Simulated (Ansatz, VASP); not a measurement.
## Ga2Te3Pd: VASP beside Ansatz

```
CELL_PARAMETERS angstrom
3.83403 2.21358 3.25092
-3.83403 2.21358 3.25092
0.00000 -4.42716 3.25092
ATOMIC_POSITIONS crystal
Ga 0.64304 0.64304 0.64304
Ga 0.35696 0.35696 0.35696
Te 0.00000 0.50000 0.00000
Te 0.50000 0.00000 0.00000
Te 0.00000 0.00000 0.50000
Pd 0.00000 0.00000 0.00000
```

Change from the starting cell: species swapped into the Dy2Al3Cu type (R-3m, No. 166).

Alike in both runs: functional PBE; k mesh 6 × 6 × 6; occupations gaussian, width 0.1 eV; no spin polarisation.

Ansatz relaxed the structure, and its values are those at the end. VASP's run is a single point on that final structure, the one shown.

```csv
,VASP,Ansatz
version,VASP 6.6.1,Ansatz 0.2.0
potentials or method,"VASP PAW PBE potentials, release 64 (Ga_d, Te, Pd), cutoff 520 eV","scalar-relativistic, plane waves, PAW"
valence electrons in the cell,54,92
```

|  | VASP | Ansatz | Ansatz less VASP |
| --- | --- | --- | --- |
| gap on the k mesh at the Fermi level (eV) | none | none | - |
| pressure (GPa) | 0.0 | 0.0 | +0.04 |

A gap of «none» marks a metal or a gap that the smearing closes. VASP's potentials hold 54 valence electrons a cell and Ansatz's 92, so a difference there can come from the potentials and not from the codes.

Spin-orbit coupling is off throughout.
